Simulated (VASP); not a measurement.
A run of VASP 6.6.1:

File INCAR:

```
SYSTEM = LaAl2BRu2
PREC = Accurate
ENCUT = 520
EDIFF = 1E-7
ISMEAR = 1
SIGMA = 0.05
LREAL = .FALSE.
LASPH = .TRUE.
NELM = 80
ALGO = Normal
ISIF = 2
LWAVE = .FALSE.
LCHARG = .TRUE.
GGA = PS
LELF = .TRUE.
LVHAR = .TRUE.
NBANDS = 33
```

File KPOINTS:

```
Automatic mesh
0
G
  6 6 4
  0 0 0
```

File POSCAR:

```
LaAl2BRu2
1.0
    4.2452990988      0.0000000000      0.0000000000
    0.0000000000      4.2452990988      0.0000000000
    0.0000000000      0.0000000000      5.7080897252
La Al B Ru
1 2 1 2
Direct
    0.0000000000      0.0000000000      0.5000000000
    0.5000000000      0.5000000000      0.2537000000
    0.5000000000      0.5000000000      0.7463000000
    0.0000000000      0.0000000000      0.0000000000
    0.0000000000      0.5000000000      0.0000000000
    0.5000000000      0.0000000000      0.0000000000
```

Potentials or basis: VASP PAW PBE potentials, release 64 (La, Al, B, Ru_pv).

Launch:

```bash
$ cat potpaw_PBE.64/La/POTCAR potpaw_PBE.64/Al/POTCAR potpaw_PBE.64/B/POTCAR potpaw_PBE.64/Ru_pv/POTCAR > POTCAR
$ mpirun -np 1 vasp_std > vasp.out
```

Hardware: 1 thread of Intel(R) Xeon(R) Platinum 8259CL CPU @ 2.50GHz (Skylake/Cascade Lake) (shared host).

**Question.** Estimate the wall time of this run.

**Answer.** It took 110 s on 1 thread of Intel(R) Xeon(R) Platinum 8259CL CPU @ 2.50GHz (Skylake/Cascade Lake), with other jobs on the host, peak memory 0.28 GiB. Counts: scf iterations 18, k points 30.
